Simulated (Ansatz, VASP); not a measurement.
## One calculation of LiP4Ir, two programs

```xyz
12
Lattice="-2.5472 2.5472 7.1322 2.5472 -2.5472 7.1322 2.5472 2.5472 -7.1322" Properties=species:S:1:pos:R:3 pbc="T T T"
Li    2.5472    0.0000    3.5661
Li    0.0000    0.0000    7.1322
P     1.2737    1.3240    5.3492
P     1.2232    1.2737    1.7831
P     1.2734    1.2232   -1.7830
P     1.3240    1.2734    8.9153
P     1.2734   -1.3240    5.3491
P     1.3240   -1.2737    8.9152
P     1.2737    3.8712   -1.7831
P     1.2232    3.8209    1.7830
Ir    0.0000    2.5472    3.5661
Ir    0.0000    0.0000    0.0000
```

Alike in both runs: functional PBE; k mesh 4 × 4 × 4; occupations gaussian, width 0.1 eV; no spin polarisation.

Ansatz relaxed the structure, and its values are those at the end. VASP's run is a single point on that final structure, the one shown.

|  | VASP | Ansatz |
| --- | --- | --- |
| version | VASP 6.6.1 | Ansatz 0.2.0 |
| potentials or method | VASP PAW PBE potentials, release 64 (Li_sv, P, Ir), cutoff 520 eV | scalar-relativistic, plane waves, PAW |
| valence electrons in the cell | 64 | 80 |

Ansatz gave:

```
gap on the k mesh at the Fermi level (eV) : none
rms of the force components (eV/Å)        : 0.001
```

Question: Which values does VASP return?

Answer: gap on the k mesh at the Fermi level (eV): none; rms of the force components (eV/Å): 0.009.

A gap of «none» marks a metal or a gap that the smearing closes. With one functional, cell and mesh, what is left measures potentials, basis and numerics. VASP's potentials hold 64 valence electrons a cell and Ansatz's 80, so a difference there can come from the potentials and not from the codes.

The k mesh is coarse, so the values compare programs but aren't converged. Spin-orbit coupling is off throughout. Noted on VASP's run: the cutoff is under 1.25 times that of the potentials, so the pressure is a little rough.
